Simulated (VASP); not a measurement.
# CsPbCl3 (R-3m) in VASP: a series of runs

CsPbCl3 is run at these levels: PBE; tasks: single point.

Program: VASP 6.6.1. These are calculated values, not measurements. Logs are shortened: lines on timing, memory, paths and dates and some standing lists are left out, and cuts for length are marked.

## 1. The cell of the first run

Symmetry: R-3m, No. 166, trigonal system. Conventional cell: a = 9.987 Å, b = 9.987 Å, c = 6.116 Å, α = 90.00°, β = 90.00°, γ = 120.00°. Cs (site symmetry -3m) has 2 Pb at 3.06 Å and 6 Cl at 3.53 Å within 4.0 Å. Pb (site symmetry -3m) has 6 Cl at 3.06 Å and 2 Cs at 3.06 Å within 4.0 Å. Cl (site symmetry 2/m) has 2 Pb at 3.06 Å and 2 Cs at 3.53 Å and 4 Cl at 3.53 Å within 4.0 Å.

## 2. Single point, PBE

The input, INCAR:

```
  ALGO = Normal
  EDIFF = 1E-6
  ENCUT = 520
  GGA = PE
  ISIF = 2
  ISMEAR = 0
  LASPH = T
  LCHARG = F
  LREAL = F
  LWAVE = F
  NBANDS = 30
  NELM = 100
  PREC = Accurate
  SIGMA = 0.05
```

The input, KPOINTS:

```
k-points
0
Gamma
  6 6 6
```

The input, POSCAR:

```
CsPbCl3
1.0
    5.8848812372     -1.1769762474     -1.1769762474
   -1.1769762474      5.8848812372     -1.1769762474
   -1.1769762474     -1.1769762474      5.8848812372
Cs Pb Cl
1 1 3
Direct
    0.0000000000      0.0000000000      0.0000000000
    0.5000000000      0.5000000000      0.5000000000
    0.0000000000      0.5000000000      0.5000000000
    0.5000000000      0.0000000000      0.5000000000
    0.5000000000      0.5000000000      0.0000000000
```

Potentials or basis: VASP PAW PBE potentials, release 64 (Cs_sv, Pb_d, Cl).

Launch:

```
> cat potpaw_PBE.64/Cs_sv/POTCAR potpaw_PBE.64/Pb_d/POTCAR potpaw_PBE.64/Cl/POTCAR > POTCAR
> mpirun -np 1 vasp_std > vasp.out
```

OUTCAR:

```text
EDIFF = 1E-6
   ENCUT = 520
   GGA = PE
   ISIF = 2
   ISMEAR = 0
   LASPH = T
   LREAL = F
   NELM = 100
   PREC = Accurate

 ion  position               nearest neighbor table
   1  0.000  0.000  0.000-   2 3.06   2 3.06
   2  0.500  0.500  0.500-   3 3.06   4 3.06   4 3.06   3 3.06   5 3.06   5 3.06   1 3.06   1 3.06

   3  0.000  0.500  0.500-   2 3.06   2 3.06
   4  0.500  0.000  0.500-   2 3.06   2 3.06
   5  0.500  0.500  0.000-   2 3.06   2 3.06

  LATTYP: Found a body centered cubic cell.
 ALAT       =     7.0618574846

  Lattice vectors:

 A1 = (   5.8848812372,  -1.1769762474,  -1.1769762474)
 A2 = (  -1.1769762474,   5.8848812372,  -1.1769762474)
 A3 = (  -1.1769762474,  -1.1769762474,   5.8848812372)

Analysis of symmetry for initial positions (statically):
=====================================================================
 Subroutine PRICEL returns:
 Original cell was already a primitive cell.

 Routine SETGRP: Setting up the symmetry group for a
 body centered cubic supercell.

 Subroutine GETGRP returns: Found 12 space group operations
 (whereof 12 operations were pure point group operations)
 out of a pool of 48 trial point group operations.

The static configuration has the point symmetry D_3d.

Analysis of symmetry for dynamics (positions and initial velocities):
=====================================================================
 Subroutine PRICEL returns:
 Original cell was already a primitive cell.

 Routine SETGRP: Setting up the symmetry group for a
 body centered cubic supercell.

 Subroutine GETGRP returns: Found 12 space group operations
 (whereof 12 operations were pure point group operations)
 out of a pool of 48 trial point group operations.

The dynamic configuration has the point symmetry D_3d.

 Subroutine INISYM returns: Found 12 space group operations
 (whereof 12 operations are pure point group operations),
 and found     1 'primitive' translations

----------------------------------------------------------------------------------------

                                     Primitive cell

  volume of cell :     176.0868

  direct lattice vectors                    reciprocal lattice vectors
     5.884881237 -1.176976247 -1.176976247     0.188807737  0.047201934  0.047201934
    -1.176976247  5.884881237 -1.176976247     0.047201934  0.188807737  0.047201934
    -1.176976247 -1.176976247  5.884881237     0.047201934  0.047201934  0.188807737

  length of vectors
     6.115747980  6.115747980  6.115747980     0.200260847  0.200260847  0.200260847

  position of ions in fractional coordinates (direct lattice)
     0.000000000  0.000000000  0.000000000
     0.500000000  0.500000000  0.500000000
     1.000000000  0.500000000  0.500000000
     0.500000000  1.000000000  0.500000000
     0.500000000  0.500000000  0.000000000

  ion indices of the primitive-cell ions
   primitive index   ion index
                 1           1
                 2           2
                 3           3
                 4           4
                 5           5

----------------------------------------------------------------------------------------

 KPOINTS: k-points

Automatic generation of k-mesh.
 Grid dimensions read from file:
 generate k-points for:    6    6    6

 Generating k-lattice:

  Cartesian coordinates                     Fractional coordinates (reciprocal lattice)
     0.031467956  0.007866989  0.007866989     0.166666667 -0.000000000 -0.000000000
     0.007866989  0.031467956  0.007866989    -0.000000000  0.166666667 -0.000000000
     0.007866989  0.007866989  0.031467956    -0.000000000 -0.000000000  0.166666667

  Length of vectors
     0.033376808  0.033376808  0.033376808

  Shift w.r.t. Gamma in fractional coordinates (k-lattice)
     0.000000000  0.000000000  0.000000000

 Subroutine IBZKPT returns following result:
 ===========================================

 Found     32 irreducible k-points:

 Following reciprocal coordinates:
            Coordinates               Weight
  0.000000  0.000000  0.000000      1.000000
  0.166667  0.000000  0.000000      6.000000
  0.166667  0.000000 -0.166667      6.000000
  0.333333  0.000000  0.000000      6.000000
  0.333333  0.000000 -0.333333      6.000000
  0.500000  0.000000  0.000000      3.000000
[... 16 lines left out ...]
  0.166667 -0.166667  0.333333     12.000000
  0.500000  0.500000  0.166667      6.000000
 [... further k-points ...]
   k-points           NKPTS =     32   k-points in BZ     NKDIM =     32   number of bands    NBANDS=     30
   number of dos      NEDOS =    301   number of ions     NIONS =      5
   total plane-waves  NPLWV = 110592
   dimension x,y,z NGX =    48 NGY =   48 NGZ =   48
   dimension x,y,z NGXF=    96 NGYF=   96 NGZF=   96
   ions per type =               1   1   3
   NGX,Y,Z   is equivalent  to a cutoff of  13.05, 13.05, 13.05 a.u.
   NGXF,Y,Z  is equivalent  to a cutoff of  26.10, 26.10, 26.10 a.u.
 SYSTEM =  unknown system
   PREC   = accura    normal or accurate (medium, high low for compatibility)
   ISTART =      0    job   : 0-new  1-cont  2-samecut
   ICHARG =      2    charge: 1-file 2-atom 10-const
   ISPIN  =      1    spin polarized calculation?
   LNONCOLLINEAR =      F non collinear calculations
   LSORBIT =      F    spin-orbit coupling
   LASPH  =      T    aspherical Exc in radial PAW
   ENCUT  =  520.0 eV  38.22 Ry    6.18 a.u.  11.37 11.37 11.37*2*pi/ulx,y,z
   NELM   =    100;   NELMIN=  2; NELMDL= -5     # of ELM steps
   EDIFF  = 0.1E-05   stopping-criterion for ELM
   LREAL  =      F    real-space projection
   EDIFFG = 0.1E-04   stopping-criterion for IOM
   NSW    =      0    number of steps for IOM
   IBRION =     -1    ionic relax: 0-MD 1-quasi-New 2-CG
   NFREE  =      0    steps in history (QN), initial steepest desc. (CG)
   ISIF   =      2    stress and relaxation
   ISYM   =      2    0-nonsym 1-usesym 2-fastsym
   POTIM  = 0.5000    time-step for ionic-motion
   TEBEG  =    0.0;   TEEND  =   0.0 temperature during run
   PSTRESS=    0.0 pullay stress
   NELECT =      44.0000    total number of electrons
   NUPDOWN=      -1.0000    fix difference up-down
   EMIN   =  10.00;   EMAX   =-10.00  energy-range for DOS
   EFERMI =   0.00;   METHOD = LEGACY
   ISMEAR =     0;   SIGMA  =   0.05  broadening in eV -4-tet -1-fermi 0-gaus
   EFERMI_NEDOS =   21; number of points for ismear=-14 and -15
   IALGO  =     38    algorithm
   IMIX   =      4    mixing-type and parameters
     AMIX     =   0.40;   BMIX     =  1.00
     AMIX_MAG =   1.60;   BMIX_MAG =  1.00
  volume/ion in A,a.u.               =      35.22       237.66
  Fermi-wavevector in a.u.,A,eV,Ry     =   1.031138  1.948568 14.466333  1.063245
  Thomas-Fermi vector in A             =   2.165271
   LORBIT       =      0    0 simple, 1 ext, 2 COOP (PROOUT), +10 PAW based schemes
   GGA     = PE    functional components
   LHFCALC =     F    Hartree Fock is set to
   AEXX    =    0.0000 exact exchange contribution
   IVDW    =     0    specifies the selected vdW correction
   LEPSILON=     F    determine dielectric tensor
   LRPA    =     F    only Hartree local field effects (RPA)
 non-spin polarized calculation
 Gauss-broadening in eV      SIGMA  =   0.05
  energy-cutoff  :      520.00
  volume of cell :      176.09
 maximum number of plane-waves:      4763
 NGX is ok and might be reduce to    48

 number of electron      44.0000003 magnetization

 Free energy of the ion-electron system (eV)
  ---------------------------------------------------
  ext. energy  EPLUGINS =         0.00000000
  ---------------------------------------------------
  free energy    TOTEN  =       -14.63875068 eV

  energy without entropy =      -14.63875068  energy(sigma->0) =      -14.63875068

 E-fermi :   0.7517     XC(G=0):  -7.7897

 val. band max:        0.5712404401   @ k =   0.5000   0.5000   0.5000
 cond. band min:       0.9316857610   @ k =   0.5000   0.5000   0.5000
 fundamental gap:      0.3604453209
 Fermi energy:         0.7516612680

 k-point     1 :       0.0000    0.0000    0.0000
  band No.  band energies     occupation
      1     -20.5953      2.00000
      2     -16.5906      2.00000
      3     -16.5065      2.00000
      4     -16.5065      2.00000
      5     -16.2647      2.00000
      6     -16.2647      2.00000
[... 22 lines left out ...]
     29       6.9289      0.00000
     30       6.9289      0.00000

 k-point     2 :       0.1667    0.0000    0.0000
  band No.  band energies     occupation
      1     -20.5837      2.00000
      2     -16.6180      2.00000
      3     -16.5069      2.00000
      4     -16.5058      2.00000
      5     -16.2648      2.00000
      6     -16.2627      2.00000
[... 22 lines left out ...]
     29       7.2415      0.00000
     30       7.2526      0.00000

 k-point     3 :       0.1667    0.0000   -0.1667
  band No.  band energies     occupation
      1     -20.5948      2.00000
      2     -16.5897      2.00000
      3     -16.5059      2.00000
      4     -16.5048      2.00000
      5     -16.2638      2.00000
      6     -16.2617      2.00000
[... 22 lines left out ...]
     29       7.0903      0.00000
     30       7.3105      0.00000

 k-point     4 :       0.3333    0.0000    0.0000
  band No.  band energies     occupation
      1     -20.5601      2.00000
      2     -16.6734      2.00000
      3     -16.5078      2.00000
      4     -16.5045      2.00000
      5     -16.2649      2.00000
      6     -16.2586      2.00000
[... 616 lines left out ...]
     29       7.3537      0.00000
     30       8.2006      0.00000

 k-point    23 :       0.1667   -0.1667    0.3333
  band No.  band energies     occupation
      1     -20.5600      2.00000
      2     -16.6730      2.00000
      3     -16.5061      2.00000
      4     -16.5039      2.00000
      5     -16.2619      2.00000
      6     -16.2576      2.00000
[... 22 lines left out ...]
     29       7.4616      0.00000
     30       8.3379      0.00000

 k-point    24 :       0.5000    0.5000    0.1667
  band No.  band energies     occupation
      1     -20.5823      2.00000
      2     -16.6154      2.00000
      3     -16.5036      2.00000
      4     -16.5003      2.00000
      5     -16.2590      2.00000
      6     -16.2522      2.00000
[... 22 lines left out ...]
     29       7.8816      0.00000
     30       8.1059      0.00000

 [... further k-points ...]
[... 5 lines left out ...]
  --------------------------------------------------------------------------------------
  -------------------------------------------------------------------------------------
  Total        1.0508288      1.0508288      1.0508288      5.7019882      5.7019882      5.7019882
  in kB        9.5612722      9.5612722      9.5612722     51.8812039     51.8812039     51.8812039
  external PRESSURE =       9.5612722 kB  Pullay stress =       0.0000000 kB

 VOLUME and BASIS-vectors are now :
 -----------------------------------------------------------------------------
  energy-cutoff  :      520.00
  volume of cell :      176.09
      direct lattice vectors                 reciprocal lattice vectors
     5.884881237 -1.176976247 -1.176976247     0.188807737  0.047201934  0.047201934
    -1.176976247  5.884881237 -1.176976247     0.047201934  0.188807737  0.047201934
    -1.176976247 -1.176976247  5.884881237     0.047201934  0.047201934  0.188807737

 POSITION                                       TOTAL-FORCE (eV/Angst)
 -----------------------------------------------------------------------------------
      0.00000      0.00000      0.00000         0.000000      0.000000     -0.000000
      1.76546      1.76546      1.76546         0.000000      0.000000     -0.000000
     -1.17698      2.35395      2.35395        -0.000000     -0.000000      0.000000
      2.35395     -1.17698      2.35395         0.000000     -0.000000     -0.000000
      2.35395      2.35395     -1.17698        -0.000000      0.000000     -0.000000
 -----------------------------------------------------------------------------------
    total drift:                                0.000000     -0.000000     -0.000000

  FREE ENERGIE OF THE ION-ELECTRON SYSTEM (eV)
  ---------------------------------------------------
  free  energy   TOTEN  =       -14.6387506764 eV

  energy  without entropy=      -14.6387506758  energy(sigma->0) =      -14.63875068
```

Wall time 4.1 min (1 thread of Oxide Virtual Turin-like, shared host); peak memory 0.38 GiB.

Results:

- Free energy: -14.6388 eV
- Pressure: 1.0 GPa
- Band gap on the k mesh: 0.36 eV

Caveat: spin-orbit coupling is left out, which moves the levels of the heavy elements. A k mesh can miss the band edges.

## 3. Single point, PBE

This run uses another cell than the first one, of the same volume but with other edges.

The input, INCAR:

```
SYSTEM = CsPbCl3
  PREC = Accurate
  ENCUT = 520
  EDIFF = 1E-6
  ISMEAR = 0
  SIGMA = 0.05
  LREAL = .FALSE.
  LASPH = .TRUE.
  NELM = 60
  ALGO = Normal
  ISIF = 2
  LWAVE = .FALSE.
  LCHARG = .FALSE.
  GGA = PE
  NBANDS = 30
```

The input, KPOINTS:

```
regular mesh
0
G
  6 6 6
  0 0 0
```

POSCAR, as its differences from that of step 2:

```diff
@@ -2,5 +2,5 @@
 1.0
-    5.8848812372     -1.1769762474     -1.1769762474
-   -1.1769762474      5.8848812372     -1.1769762474
-   -1.1769762474     -1.1769762474      5.8848812372
+    5.9315885975      1.4828971494      1.4828971494
+    1.4828971494      5.9315885975      1.4828971494
+    1.4828971494      1.4828971494      5.9315885975
 Cs Pb Cl
```

Potentials or basis: VASP PAW PBE potentials, release 64 (Cs_sv, Pb_d, Cl).

Launch:

```
> cat potpaw_PBE.64/Cs_sv/POTCAR potpaw_PBE.64/Pb_d/POTCAR potpaw_PBE.64/Cl/POTCAR > POTCAR
> mpirun -np 1 vasp_std > vasp.out
```

It took 4.9 min on 1 thread of Oxide Virtual Turin-like, shared host; peak memory 0.38 GiB.

It converged, with:

```
Free energy            : -14.2116 eV
Pressure               : 3.3 GPa
Band gap on the k mesh : 0.50 eV
```

Stress tensor (GPa, compression positive):
```
 3.29 -6.18 -6.18
-6.18  3.29 -6.18
-6.18 -6.18  3.29
```

Levels at points of the mesh, in eV from the valence-band top:
| k point | band 20 | band 21 | band 22 | band 23 | band 24 | band 25 |
| --- | --- | --- | --- | --- | --- | --- |
| (0.00, 0.00, 0.00) | -1.02 | -0.02 | -0.02 | 2.19 | 2.19 | 3.10 |
| (0.50, 0.00, 0.00) | -1.81 | -1.43 | -0.29 | 0.55 | 1.96 | 3.94 |
| (0.50, 0.50, 0.50) | -1.01 | 0.00 | 0.00 | 0.50 | 0.50 | 1.34 |
| (0.50, 0.50, 0.00) | -1.89 | -1.49 | -0.27 | 0.68 | 0.78 | 3.13 |

Caveat: the cell stands under pressure; spin-orbit coupling is left out, which moves the levels of the heavy elements. A k mesh can miss the band edges.
